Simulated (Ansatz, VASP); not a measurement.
**One calculation of GaSb, two programs**

The input POSCAR:

```
GaSb
1.0
    0.0000000000      2.9525862141      3.1340951486
    2.9525862141      0.0000000000      3.1340951486
    2.9525862141      2.9525862141      0.0000000000
Ga Sb
1 1
Direct
    0.0000000000      0.0000000000      0.0000000000
    0.2500000000      0.2500000000      0.2500000000
```

File INCAR.step1:

```
PREC     = Accurate       # precision mode
ENCUT    = 500            # plane-wave cutoff, eV
ISMEAR   = 0              # smearing method
SIGMA    = 0.02           # smearing width, eV
LREAL    = F              # projectors in reciprocal space
LASPH    = T              # aspherical terms in the spheres
NELM     = 120            # most SCF steps
GGA      = PE             # functional
ALGO     = Normal         # electronic algorithm
EDIFF    = 1E-5           # SCF threshold, eV
LWAVE    = T              # write WAVECAR
LCHARG   = F              # write CHGCAR
GGA_COMPAT= F            
IBRION   = 2              # ionic algorithm
EDIFFG   = -0.01          # ionic threshold
NELMIN   = 4            
NSW      = 100            # ionic steps
```

The input INCAR.step2:

```
PREC     = Accurate       # precision mode
ENCUT    = 500            # plane-wave cutoff, eV
EDIFF    = 1E-7           # SCF threshold, eV
ISMEAR   = 0              # smearing method
SIGMA    = 0.02           # smearing width, eV
LREAL    = F              # projectors in reciprocal space
LASPH    = T              # aspherical terms in the spheres
NELM     = 120            # most SCF steps
ALGO     = Normal         # electronic algorithm
ISIF     = 2              # what is computed and relaxed
LWAVE    = F              # write WAVECAR
LCHARG   = F              # write CHGCAR
METAGGA  = R2SCAN         # meta-GGA
LMIXTAU  = T            
IBRION   = 2              # ionic algorithm
NSW      = 60             # ionic steps
EDIFFG   = -0.002         # ionic threshold
ISTART   = 1            
GGA_COMPAT= F            
NELMIN   = 4
```

File KPOINTS:

```
Automatic mesh
0
Gamma
  8 8 8
```

Input for Ansatz:

```yaml
crystal:
  lattice:
    - [0.0, 2.9525862141, 3.1340951486]
    - [2.9525862141, 0.0, 3.1340951486]
    - [2.9525862141, 2.9525862141, 0.0]
  atoms:
    - { symbol: Ga, position: [0.0, 0.0, 0.0] }
    - { symbol: Sb, position: [0.25, 0.25, 0.25] }
basis:
  ecutwfc: 500
kpoints:
  mp_grid: { grid: [8, 8, 8] }
hamiltonian:
  xc: r2scan
scf:
  occupations: { method: gaussian, width: 0.02 }
output:
  forces: true
  stress: true
  eigenvalues: true
relax:
  adjacent_minimum: "off"
  f_tol: 0.002
  max_steps: 40
```

Change from the starting cell: strained cell.

Alike in both runs: task relaxation of the atoms; functional r2SCAN; k mesh 8 × 8 × 8; occupations gaussian, width 0.02 eV; no spin polarisation.

|  | VASP | Ansatz |
| --- | --- | --- |
| version | VASP 6.6.1 | Ansatz 0.2.0 |
| potentials or method | VASP PAW PBE potentials, release 64 (Ga_d, Sb), cutoff 500 eV | scalar-relativistic, plane waves, PAW |
| valence electrons in the cell | 18 | 28 |

Ansatz gave:

```
gap on the k mesh at the Fermi level, each at its own relaxed structure (eV) : 0.61
```

Task: Estimate VASP's values.

Result: gap on the k mesh at the Fermi level, each at its own relaxed structure (eV): 0.59.

VASP's potentials were made for PBE, not for r2SCAN. VASP's potentials hold 18 valence electrons a cell and Ansatz's 28, so a difference there can come from the potentials and not from the codes. Ansatz's warnings: stress scf threshold loose.

Neither program's run includes spin-orbit coupling. Noted on VASP's run: the relaxation stopped at its first step, so nothing moved.
